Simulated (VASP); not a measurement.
# Os in VASP: notebook, part 2 of 2

VASP 6.6.1.

### Step 3. Single point, r2SCAN (strain +0.030 along x and y, +0.030 along z)

The input, POSCAR:

```
Os
1.0
    0.0000000000      2.0033500000      2.0033500000
    2.0033500000      0.0000000000      2.0033500000
    2.0033500000      2.0033500000      0.0000000000
Os
1
Direct
    0.0000000000      0.0000000000      0.0000000000
```

The input, INCAR.step1:

```
PREC = Accurate
ENCUT = 520
ISMEAR = 0
SIGMA = 0.15
LREAL = False
LASPH = True
NELM = 80
NBANDS = 10
GGA = PE
ALGO = Normal
EDIFF = 1E-4
LWAVE = True
LCHARG = False
```

The input, INCAR.step2:

```
PREC = Accurate
ENCUT = 520
EDIFF = 1E-6
ISMEAR = 0
SIGMA = 0.15
LREAL = False
LASPH = True
NELM = 80
ALGO = Normal
ISIF = 2
LWAVE = False
LCHARG = True
METAGGA = R2SCAN
LMIXTAU = True
LELF = True
LVHAR = True
NBANDS = 10
ISTART = 1
```

The input, KPOINTS:

```
regular mesh
0
Gamma
  20 20 20
```

Potentials or basis: VASP PAW PBE potentials, release 64 (Os).

Started as:

```sh
$ cat potpaw_PBE.64/Os/POTCAR > POTCAR
$ cp INCAR.step1 INCAR
$ mpirun -np 1 vasp_std > vasp.out
$ cp INCAR.step2 INCAR
$ mpirun -np 1 vasp_std > vasp.out
```

OUTCAR:

```text
PREC = Accurate
   ENCUT = 520
   EDIFF = 1E-6
   ISMEAR = 0
   LREAL = False
   LASPH = True
   NELM = 80
   ISIF = 2
   METAGGA = R2SCAN
   ISTART = 1

 ion  position               nearest neighbor table
   1  0.000  0.000  0.000-

  LATTYP: Found a face centered cubic cell.
 ALAT       =     4.0067000000

  Lattice vectors:

 A1 = (   0.0000000000,   2.0033500000,   2.0033500000)
 A2 = (   2.0033500000,   0.0000000000,   2.0033500000)
 A3 = (   2.0033500000,   2.0033500000,   0.0000000000)

Analysis of symmetry for initial positions (statically):
=====================================================================
 Subroutine PRICEL returns:
 Original cell was already a primitive cell.

 Routine SETGRP: Setting up the symmetry group for a
 face centered cubic supercell.

 Subroutine GETGRP returns: Found 48 space group operations
 (whereof 48 operations were pure point group operations)
 out of a pool of 48 trial point group operations.

The static configuration has the point symmetry O_h .

Analysis of symmetry for dynamics (positions and initial velocities):
=====================================================================
 Subroutine PRICEL returns:
 Original cell was already a primitive cell.

 Routine SETGRP: Setting up the symmetry group for a
 face centered cubic supercell.

 Subroutine GETGRP returns: Found 48 space group operations
 (whereof 48 operations were pure point group operations)
 out of a pool of 48 trial point group operations.

The dynamic configuration has the point symmetry O_h .

 Subroutine INISYM returns: Found 48 space group operations
 (whereof 48 operations are pure point group operations),
 and found     1 'primitive' translations

----------------------------------------------------------------------------------------

                                     Primitive cell

  volume of cell :      16.0805

  direct lattice vectors                    reciprocal lattice vectors
[... 110 lines left out ...]
   METAGGA = R2SCAN    functional components
   LHFCALC =     F    Hartree Fock is set to
   AEXX    =    0.0000 exact exchange contribution
   IVDW    =     0    specifies the selected vdW correction
   LEPSILON=     F    determine dielectric tensor
   LRPA    =     F    only Hartree local field effects (RPA)
 non-spin polarized calculation
 Gauss-broadening in eV      SIGMA  =   0.15
  energy-cutoff  :      520.00
  volume of cell :       16.08
 maximum number of plane-waves:       445
 NGX is ok and might be reduce to    24
   NGX = 11   NGY = 11   NGZ = 11

 number of electron       7.9999999 magnetization

 Free energy of the ion-electron system (eV)
  ---------------------------------------------------
  ext. energy  EPLUGINS =         0.00000000
  ---------------------------------------------------
  free energy    TOTEN  =       -52.57118355 eV

  energy without entropy =      -52.55819769  energy(sigma->0) =      -52.56469062

 E-fermi :   7.1807     XC(G=0): -14.4763

 val. band max:        7.1788895886   @ k =  -0.1000   0.0500   0.0000
 cond. band min:       7.1838216210   @ k =  -0.2500   0.2000   0.0500
 fundamental gap:      0.0049320325
 Fermi energy:         7.1806767957

 k-point     1 :       0.0000    0.0000    0.0000
  band No.  band energies     occupation
      1      -2.8887      2.00000
      2       4.6297      2.00000
      3       4.6297      2.00000
      4       4.6297      2.00000
      5       7.1489      1.23540
      6       7.1489      1.23540
      7      22.1360      0.00000
      8      27.4626      0.00000
      9      27.4626      0.00000
     10      27.4626      0.00000
[... 287 lines left out ...]
 k-point    24 :      -0.3500    0.0500    0.0000
  band No.  band energies     occupation
      1       0.3206      2.00000
      2       4.6542      2.00000
      3       4.7613      2.00000
      4       5.0305      2.00000
      5       8.1537      0.00000
      6       8.8701      0.00000
      7      17.7697      0.00000
      8      22.8215      0.00000
      9      27.8485      0.00000
     10      29.5092      0.00000

 [... further k-points ...]

------------------------ aborting loop because EDIFF is reached ----------------------------------------

  FORCE on cell =-STRESS in cart. coord.  units (eV):
  Direction    XX          YY          ZZ          XY          YZ          ZX
  --------------------------------------------------------------------------------------
  -------------------------------------------------------------------------------------
  Total       -4.0684287     -4.0684287     -4.0684287      0.0000000      0.0000000      0.0000000
  in kB     -405.3561845   -405.3561845   -405.3561845      0.0000000      0.0000000      0.0000000
  external PRESSURE =    -405.3561845 kB  Pullay stress =       0.0000000 kB

 VOLUME and BASIS-vectors are now :
 -----------------------------------------------------------------------------
  energy-cutoff  :      520.00
  volume of cell :       16.08
      direct lattice vectors                 reciprocal lattice vectors
     0.000000000  2.003350000  2.003350000    -0.249581950  0.249581950  0.249581950
     2.003350000  0.000000000  2.003350000     0.249581950 -0.249581950  0.249581950
     2.003350000  2.003350000  0.000000000     0.249581950  0.249581950 -0.249581950

 POSITION                                       TOTAL-FORCE (eV/Angst)
 -----------------------------------------------------------------------------------
      0.00000      0.00000      0.00000         0.000000      0.000000      0.000000
 -----------------------------------------------------------------------------------
    total drift:                               -0.000000      0.000000     -0.000000

  FREE ENERGIE OF THE ION-ELECTRON SYSTEM (eV)
  ---------------------------------------------------
  free  energy   TOTEN  =       -52.5711835511 eV

  energy  without entropy=      -52.5581976931  energy(sigma->0) =      -52.56469062
```

OSZICAR.step1:

```text
N       E                     dE             d eps       ncg     rms          rms(c)
DAV:   1     0.343834113621E+02    0.34383E+02   -0.40769E+03  5232   0.729E+02
DAV:   2    -0.104996188190E+02   -0.44883E+02   -0.41640E+02  5266   0.192E+02
DAV:   3    -0.116917547027E+02   -0.11921E+01   -0.11816E+01  6094   0.292E+01
DAV:   4    -0.116950583016E+02   -0.33036E-02   -0.33029E-02  5588   0.169E+00
DAV:   5    -0.116950696584E+02   -0.11357E-04   -0.11358E-04  5668   0.932E-02    0.119E+01
DAV:   6    -0.110472288585E+02    0.64784E+00   -0.91441E-01  6024   0.748E+00    0.456E+00
DAV:   7    -0.109085994366E+02    0.13863E+00   -0.45273E-01  6248   0.497E+00    0.235E-01
DAV:   8    -0.109063142746E+02    0.22852E-02   -0.20211E-03  5284   0.355E-01    0.187E-01
DAV:   9    -0.109050203040E+02    0.12940E-02   -0.74400E-04  5552   0.266E-01    0.171E-02
DAV:  10    -0.109050171120E+02    0.31920E-05   -0.73265E-06  2792   0.196E-02
   1 F= -.10905017E+02 E0= -.10898287E+02  d E =-.134606E-01
```

Run time: 96 s. Hardware: 1 thread of Intel Xeon 6975P-C (Granite Rapids), shared host; peak memory 0.18 GiB.

Results:

```
Free energy            : -52.5712 eV
Pressure               : -40.5 GPa
Band gap on the k mesh : zero (bands 4 and 5 overlap by 3.45 eV)
```

Caveat: the cell differs from its parent crystal (strain +0.030 along x and y, +0.030 along z); the cell stands under tension; the PAW data sets were made with another functional, which shifts forces and pressure a little; spin-orbit coupling is left out, which moves the levels of the heavy elements.

### Step 4. Single point, r2SCAN (strain -0.030 along x and y, -0.015 along z)

The input, POSCAR:

```
Os
1.0
    0.0000000000      1.8866500000      1.9158250000
    1.8866500000      0.0000000000      1.9158250000
    1.8866500000      1.8866500000      0.0000000000
Os
1
Direct
    0.0000000000      0.0000000000      0.0000000000
```

The input, INCAR.step1:

```
  PREC = Accurate
  ENCUT = 520
  ISMEAR = 0
  SIGMA = 0.15
  LREAL = False
  LASPH = True
  NELM = 80
  NBANDS = 10
  GGA = PE
  ALGO = Normal
  EDIFF = 1E-4
  LWAVE = True
  LCHARG = False
```

The input, INCAR.step2:

```
  PREC = Accurate
  ENCUT = 520
  EDIFF = 1E-6
  ISMEAR = 0
  SIGMA = 0.15
  LREAL = False
  LASPH = True
  NELM = 80
  ALGO = Normal
  ISIF = 2
  LWAVE = False
  LCHARG = True
  METAGGA = R2SCAN
  LMIXTAU = True
  LELF = True
  LVHAR = True
  NBANDS = 10
  ISTART = 1
```

KPOINTS is that of step 3.

Started as:

```sh
$ cat potpaw_PBE.64/Os/POTCAR > POTCAR
$ cp INCAR.step1 INCAR
$ mpirun -np 1 vasp_std > vasp.out
$ cp INCAR.step2 INCAR
$ mpirun -np 1 vasp_std > vasp.out
```

Wall time 3.3 min (1 thread of Intel Xeon 6975P-C (Granite Rapids), shared host); peak memory 0.21 GiB.

Results (log left out):

- Free energy: -52.8301 eV
- Pressure: 15.6 GPa
- Band gap on the k mesh: zero (bands 4 and 5 overlap by 4.26 eV)

Stress tensor (GPa, compression positive):
```
17.40  0.00  0.00
 0.00 17.40  0.00
 0.00  0.00 12.09
```

Levels at points of the mesh, in eV from the Fermi level:
```tsv
k point	band 1	band 2	band 3	band 4	band 5	band 6	band 7	band 8
(0.00, 0.00, 0.00)	-11.58	-3.43	-3.18	-3.18	-0.15	0.17	14.88	20.82
(0.50, 0.00, 0.00)	-8.33	-3.59	-3.33	-0.28	2.57	2.70	9.83	14.45
(0.50, 0.50, 0.00)	-8.27	-7.49	2.23	2.59	3.38	3.38	13.11	13.26
(0.50, 0.00, 0.50)	-8.25	-7.51	2.56	2.59	3.28	3.52	12.84	13.09
```

Caveat: the cell differs from its parent crystal (strain -0.030 along x and y, -0.015 along z); the cell stands under pressure; the PAW data sets were made with another functional, which shifts forces and pressure a little; spin-orbit coupling is left out, which moves the levels of the heavy elements.

### Step 5. Overview

```tsv
cell	gap on the mesh (eV)	pressure (GPa)
a = 2.792 Å, angles 60.0°, 1 atom	none	-30.0
a = 2.833 Å, angles 60.0°, 1 atom	none	-40.5
a = 2.689, b = 2.689, c = 2.668 Å, angles 60.3, 60.3, 59.5°, 1 atom	none	15.6
```

Alike in all rows: task single point; level r2SCAN; potentials or basis VASP PAW PBE potentials, release 64 (Os); no spin polarisation; k mesh 20 × 20 × 20; cutoff (eV) 520; smearing gaussian 0.15 eV.

Caveats: the PAW data sets were made with another functional, which shifts forces and pressure a little; spin-orbit coupling is left out, which moves the levels of the heavy elements; the cell stands under tension (at least some runs); the cell stands under pressure (at least some runs).

Absolute energies hang on the potentials; compare differences alone.
